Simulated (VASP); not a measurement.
# Zn (Pm-3m) in VASP: further runs

Zn is run at these levels: PBE; tasks: single point.

All numbers are computed with VASP 6.6.1; they aren't measurements. Logs are shortened: lines on timing, memory, paths and dates and some standing lists are left out, and cuts for length are marked.

## Step 1: The cell of the first run

The structure is cubic, space group Pm-3m (No. 221). The conventional cell has a = 2.298 Å, b = 2.298 Å, c = 2.298 Å, α = 90.00°, β = 90.00°, γ = 90.00°. Zn (site symmetry m-3m) has 6 Zn at 2.30 Å within 3.0 Å.

## Step 2: Single point, PBE

File INCAR:

```
SYSTEM = Zn
ALGO = Normal
EDIFF = 1E-6
ENCUT = 520
GGA = PE
ISIF = 2
ISMEAR = -1
LASPH = .True.
LCHARG = .False.
LREAL = .False.
LWAVE = .False.
NBANDS = 12
NELM = 60
PREC = Accurate
SIGMA = 0.05
```

File KPOINTS:

```
k-points
0
Gamma
  17 17 17
  0 0 0
```

File POSCAR:

```
Zn
1.0
    2.2976283560      0.0000000000      0.0000000000
    0.0000000000      2.2976283560      0.0000000000
    0.0000000000      0.0000000000      2.2976283560
Zn
1
Direct
    0.0000000000      0.0000000000      0.0000000000
```

Potentials or basis: VASP PAW PBE potentials, release 64 (Zn).

Started as:

```console
$ cat potpaw_PBE.64/Zn/POTCAR > POTCAR
$ mpirun -np 1 vasp_std > vasp.out
```

OUTCAR:

```text
SYSTEM = Zn
   EDIFF = 1E-6
   ENCUT = 520
   GGA = PE
   ISIF = 2
   ISMEAR = -1
   LASPH = .True.
   LREAL = .False.
   NELM = 60
   PREC = Accurate

 ion  position               nearest neighbor table
   1  0.000  0.000  0.000-

  LATTYP: Found a simple cubic cell.
 ALAT       =     2.2976283560

  Lattice vectors:

 A1 = (   2.2976283560,   0.0000000000,   0.0000000000)
 A2 = (   0.0000000000,   2.2976283560,   0.0000000000)
 A3 = (   0.0000000000,   0.0000000000,   2.2976283560)

Analysis of symmetry for initial positions (statically):
=====================================================================
 Subroutine PRICEL returns:
 Original cell was already a primitive cell.

 Routine SETGRP: Setting up the symmetry group for a
 simple cubic supercell.

 Subroutine GETGRP returns: Found 48 space group operations
 (whereof 48 operations were pure point group operations)
 out of a pool of 48 trial point group operations.

The static configuration has the point symmetry O_h .

Analysis of symmetry for dynamics (positions and initial velocities):
=====================================================================
 Subroutine PRICEL returns:
 Original cell was already a primitive cell.

 Routine SETGRP: Setting up the symmetry group for a
 simple cubic supercell.

 Subroutine GETGRP returns: Found 48 space group operations
 (whereof 48 operations were pure point group operations)
 out of a pool of 48 trial point group operations.

The dynamic configuration has the point symmetry O_h .

 Subroutine INISYM returns: Found 48 space group operations
 (whereof 48 operations are pure point group operations),
 and found     1 'primitive' translations

----------------------------------------------------------------------------------------

                                     Primitive cell

  volume of cell :      12.1294

  direct lattice vectors                    reciprocal lattice vectors
     2.297628356  0.000000000  0.000000000     0.435231397  0.000000000  0.000000000
     0.000000000  2.297628356  0.000000000     0.000000000  0.435231397  0.000000000
     0.000000000  0.000000000  2.297628356     0.000000000  0.000000000  0.435231397

  length of vectors
     2.297628356  2.297628356  2.297628356     0.435231397  0.435231397  0.435231397

  position of ions in fractional coordinates (direct lattice)
     0.000000000  0.000000000  0.000000000

  ion indices of the primitive-cell ions
   primitive index   ion index
                 1           1

----------------------------------------------------------------------------------------

 KPOINTS: k-points

Automatic generation of k-mesh.
 Grid dimensions read from file:
 generate k-points for:   17   17   17

 Generating k-lattice:

  Cartesian coordinates                     Fractional coordinates (reciprocal lattice)
     0.025601847  0.000000000  0.000000000     0.058823529  0.000000000  0.000000000
     0.000000000  0.025601847  0.000000000     0.000000000  0.058823529  0.000000000
     0.000000000  0.000000000  0.025601847     0.000000000  0.000000000  0.058823529

  Length of vectors
     0.025601847  0.025601847  0.025601847

  Shift w.r.t. Gamma in fractional coordinates (k-lattice)
     0.000000000  0.000000000  0.000000000

 Subroutine IBZKPT returns following result:
 ===========================================

 Found    165 irreducible k-points:

 Following reciprocal coordinates:
            Coordinates               Weight
  0.000000  0.000000  0.000000      1.000000
  0.058824  0.000000  0.000000      6.000000
  0.117647  0.000000  0.000000      6.000000
  0.176471  0.000000  0.000000      6.000000
  0.235294  0.000000  0.000000      6.000000
  0.294118  0.000000  0.000000      6.000000
[... 16 lines left out ...]
  0.411765  0.117647  0.000000     24.000000
  0.470588  0.117647  0.000000     24.000000
 [... further k-points ...]
   k-points           NKPTS =    165   k-points in BZ     NKDIM =    165   number of bands    NBANDS=     12
   number of dos      NEDOS =    301   number of ions     NIONS =      1
   total plane-waves  NPLWV =   5832
   dimension x,y,z NGX =    18 NGY =   18 NGZ =   18
   dimension x,y,z NGXF=    36 NGYF=   36 NGZF=   36
   ions per type =               1
   NGX,Y,Z   is equivalent  to a cutoff of  13.02, 13.02, 13.02 a.u.
   NGXF,Y,Z  is equivalent  to a cutoff of  26.05, 26.05, 26.05 a.u.
 SYSTEM =  Zn
   PREC   = accura    normal or accurate (medium, high low for compatibility)
   ISTART =      0    job   : 0-new  1-cont  2-samecut
   ICHARG =      2    charge: 1-file 2-atom 10-const
   ISPIN  =      1    spin polarized calculation?
   LNONCOLLINEAR =      F non collinear calculations
   LSORBIT =      F    spin-orbit coupling
   LASPH  =      T    aspherical Exc in radial PAW
   ENCUT  =  520.0 eV  38.22 Ry    6.18 a.u.   4.27  4.27  4.27*2*pi/ulx,y,z
   NELM   =     60;   NELMIN=  2; NELMDL= -5     # of ELM steps
   EDIFF  = 0.1E-05   stopping-criterion for ELM
   LREAL  =      F    real-space projection
   EDIFFG = 0.1E-04   stopping-criterion for IOM
   NSW    =      0    number of steps for IOM
   IBRION =     -1    ionic relax: 0-MD 1-quasi-New 2-CG
   NFREE  =      0    steps in history (QN), initial steepest desc. (CG)
   ISIF   =      2    stress and relaxation
   ISYM   =      2    0-nonsym 1-usesym 2-fastsym
   POTIM  = 0.5000    time-step for ionic-motion
   TEBEG  =    0.0;   TEEND  =   0.0 temperature during run
   PSTRESS=    0.0 pullay stress
   NELECT =      12.0000    total number of electrons
   NUPDOWN=      -1.0000    fix difference up-down
   EMIN   =  10.00;   EMAX   =-10.00  energy-range for DOS
   EFERMI =   0.00;   METHOD = LEGACY
   ISMEAR =    -1;   SIGMA  =   0.05  broadening in eV -4-tet -1-fermi 0-gaus
   EFERMI_NEDOS =   21; number of points for ismear=-14 and -15
   IALGO  =     38    algorithm
   IMIX   =      4    mixing-type and parameters
     AMIX     =   0.40;   BMIX     =  1.00
     AMIX_MAG =   1.60;   BMIX_MAG =  1.00
  volume/ion in A,a.u.               =      12.13        81.85
  Fermi-wavevector in a.u.,A,eV,Ry     =   1.631256  3.082627 36.205052  2.660996
  Thomas-Fermi vector in A             =   2.723422
   LORBIT       =      0    0 simple, 1 ext, 2 COOP (PROOUT), +10 PAW based schemes
   GGA     = PE    functional components
   LHFCALC =     F    Hartree Fock is set to
   AEXX    =    0.0000 exact exchange contribution
   IVDW    =     0    specifies the selected vdW correction
   LEPSILON=     F    determine dielectric tensor
   LRPA    =     F    only Hartree local field effects (RPA)
 non-spin polarized calculation
  energy-cutoff  :      520.00
  volume of cell :       12.13
 maximum number of plane-waves:       341
 NGX is ok and might be reduce to    18
   NGX =  9   NGY =  9   NGZ =  9

 number of electron      11.9999991 magnetization

 Free energy of the ion-electron system (eV)
  ---------------------------------------------------
  ext. energy  EPLUGINS =         0.00000000
  ---------------------------------------------------
  free energy    TOTEN  =        -0.18019959 eV

  energy without entropy =       -0.17870437  energy(sigma->0) =       -0.17945198

 E-fermi :   4.7671     XC(G=0): -12.7191

 val. band max:        4.6989249802   @ k =   0.4706   0.2941   0.1176
 cond. band min:       4.8782646844   @ k =   0.4118   0.4118   0.2353
 fundamental gap:      0.1793397042
 Fermi energy:         4.7671231895

 k-point     1 :       0.0000    0.0000    0.0000
  band No.  band energies     occupation
      1      -7.4342      2.00000
      2      -4.9123      2.00000
      3      -4.9123      2.00000
      4      -2.5779      2.00000
      5      -2.5779      2.00000
      6      -2.5779      2.00000
      7      20.6427      0.00000
      8      20.6427      0.00000
      9      20.6427      0.00000
     10      23.9563      0.00000
     11      23.9563      0.00000
     12      28.6296      0.00000

 k-point     2 :       0.0588    0.0000    0.0000
  band No.  band energies     occupation
      1      -7.3315      2.00000
      2      -4.9032      2.00000
      3      -4.8739      2.00000
      4      -2.6028      2.00000
      5      -2.6028      2.00000
      6      -2.5758      2.00000
      7      18.9459      0.00000
      8      20.7712      0.00000
      9      20.7712      0.00000
     10      24.0164      0.00000
     11      25.2793      0.00000
     12      29.2162      0.00000

 k-point     3 :       0.1176    0.0000    0.0000
  band No.  band energies     occupation
      1      -7.0306      2.00000
      2      -4.8770      2.00000
      3      -4.7562      2.00000
      4      -2.6738      2.00000
      5      -2.6738      2.00000
      6      -2.5699      2.00000
      7      16.2607      0.00000
      8      21.1524      0.00000
      9      21.1524      0.00000
     10      24.1973      0.00000
     11      26.5151      0.00000
     12      31.2970      0.00000

 k-point     4 :       0.1765    0.0000    0.0000
  band No.  band energies     occupation
      1      -6.5574      2.00000
      2      -4.8371      2.00000
      3      -4.5470      2.00000
      4      -2.7799      2.00000
      5      -2.7799      2.00000
      6      -2.5610      2.00000
      7      13.5549      0.00000
      8      21.7753      0.00000
      9      21.7753      0.00000
     10      24.5019      0.00000
     11      27.1040      0.00000
     12      34.4400      0.00000

 k-point     5 :       0.2353    0.0000    0.0000
  band No.  band energies     occupation
      1      -5.9779      2.00000
      2      -4.7888      2.00000
      3      -4.2023      2.00000
      4      -2.9054      2.00000
      5      -2.9054      2.00000
      6      -2.5502      2.00000
      7      10.9610      0.00000
      8      22.6225      0.00000
      9      22.6225      0.00000
     10      24.9329      0.00000
     11      27.5251      0.00000
     12      37.2182      0.00000
[... 228 lines left out ...]
      1      -5.1417      2.00000
      2      -4.5936      2.00000
      3      -3.7462      2.00000
      4      -3.0194      2.00000
      5      -2.8426      2.00000
      6      -2.6276      2.00000
      7       8.8808      0.00000
      8      18.9657      0.00000
      9      24.1702      0.00000
     10      26.8951      0.00000
     11      29.7096      0.00000
     12      33.2531      0.00000

 k-point    22 :       0.3529    0.1176    0.0000
  band No.  band energies     occupation
      1      -4.8257      2.00000
      2      -4.5175      2.00000
      3      -3.5733      2.00000
      4      -3.1301      2.00000
      5      -2.6161      2.00000
      6      -2.1573      2.00000
      7       6.6114      0.00000
      8      20.0434      0.00000
      9      25.3885      0.00000
     10      27.4433      0.00000
     11      27.9397      0.00000
     12      33.5253      0.00000

 k-point    23 :       0.4118    0.1176    0.0000
  band No.  band energies     occupation
      1      -4.6692      2.00000
      2      -4.4249      2.00000
      3      -3.6013      2.00000
      4      -3.2122      2.00000
      5      -2.6075      2.00000
      6      -0.9803      2.00000
      7       4.5428      1.97774
      8      21.2925      0.00000
      9      26.0061      0.00000
     10      26.7141      0.00000
     11      28.1550      0.00000
     12      32.9793      0.00000

 k-point    24 :       0.4706    0.1176    0.0000
  band No.  band energies     occupation
      1      -4.6132      2.00000
      2      -4.3543      2.00000
      3      -3.6417      2.00000
      4      -3.2558      2.00000
      5      -2.6029      2.00000
      6       0.3192      2.00000
      7       2.8251      2.00000
      8      22.7035      0.00000
      9      24.2919      0.00000
     10      27.8931      0.00000
     11      28.5972      0.00000
     12      31.4723      0.00000

 [... further k-points ...]

------------------------ aborting loop because EDIFF is reached ----------------------------------------

  FORCE on cell =-STRESS in cart. coord.  units (eV):
  Direction    XX          YY          ZZ          XY          YZ          ZX
  --------------------------------------------------------------------------------------
  -------------------------------------------------------------------------------------
  Total        4.1627226      4.1627226      4.1627226     -0.0000000     -0.0000000     -0.0000000
  in kB      549.8556703    549.8556703    549.8556703     -0.0000000     -0.0000000     -0.0000000
  external PRESSURE =     549.8556703 kB  Pullay stress =       0.0000000 kB

 VOLUME and BASIS-vectors are now :
 -----------------------------------------------------------------------------
  energy-cutoff  :      520.00
  volume of cell :       12.13
      direct lattice vectors                 reciprocal lattice vectors
     2.297628356  0.000000000  0.000000000     0.435231397  0.000000000  0.000000000
     0.000000000  2.297628356  0.000000000     0.000000000  0.435231397  0.000000000
     0.000000000  0.000000000  2.297628356     0.000000000  0.000000000  0.435231397

 POSITION                                       TOTAL-FORCE (eV/Angst)
 -----------------------------------------------------------------------------------
      0.00000      0.00000      0.00000         0.000000      0.000000      0.000000
 -----------------------------------------------------------------------------------
    total drift:                               -0.000000      0.000000      0.000000

  FREE ENERGIE OF THE ION-ELECTRON SYSTEM (eV)
  ---------------------------------------------------
  free  energy   TOTEN  =        -0.1801995853 eV

  energy  without entropy=       -0.1787043689  energy(sigma->0) =       -0.17945198
```

It took 16 s on 1 thread of Intel Xeon 8259CL, shared host; peak memory 0.13 GiB.

What came out:

* Free energy: -0.1802 eV
* Pressure: 55.0 GPa
* Band gap on the k mesh: zero (band 6 reaches 11.44 eV, above the bottom of band 7 at 2.60 eV)

## Step 3: Single point, PBE

File INCAR:

```
SYSTEM = Zn
PREC = Accurate ; ENCUT = 520
EDIFF = 1E-7 ; ISMEAR = -1
SIGMA = 0.05 ; LREAL = .FALSE.
LASPH = .TRUE. ; NELM = 100
ALGO = Normal ; ISIF = 2
LWAVE = .FALSE. ; LCHARG = .TRUE.
GGA = PE ; LELF = .TRUE.
LVHAR = .TRUE. ; NBANDS = 12
```

File KPOINTS:

```
regular mesh
0
G
  17 17 17
  0 0 0
```

File POSCAR:

```
Zn
1.0
    2.2977706103      0.0000000000      0.0000000000
    0.0000000000      2.2977706103      0.0000000000
    0.0000000000      0.0000000000      2.2977706103
Zn
1
Direct
    0.0000000000      0.0000000000      0.0000000000
```

Potentials or basis: VASP PAW PBE potentials, release 64 (Zn).

Started as:

```console
$ cat potpaw_PBE.64/Zn/POTCAR > POTCAR
$ mpirun -np 1 vasp_std > vasp.out
```

Run time: 23 s. Hardware: 1 thread of Intel Xeon 8259CL, shared host; peak memory 0.13 GiB.

Results (log left out):

```yaml
Free_energy: -0.1810 eV
Pressure: 55.0 GPa
Band_gap_on_the_k_mesh: zero (band 6 reaches 11.43 eV, above the bottom of band 7 at 2.59 eV)
```

Levels at points of the mesh, in eV from the Fermi level:
| k point | band 2 | band 3 | band 4 | band 5 | band 6 | band 7 | band 8 | band 9 | band 10 | band 11 |
| --- | --- | --- | --- | --- | --- | --- | --- | --- | --- | --- |
| (0.00, 0.00, 0.00) | -9.68 | -9.68 | -7.34 | -7.34 | -7.34 | 15.87 | 15.87 | 15.87 | 19.19 | 19.19 |
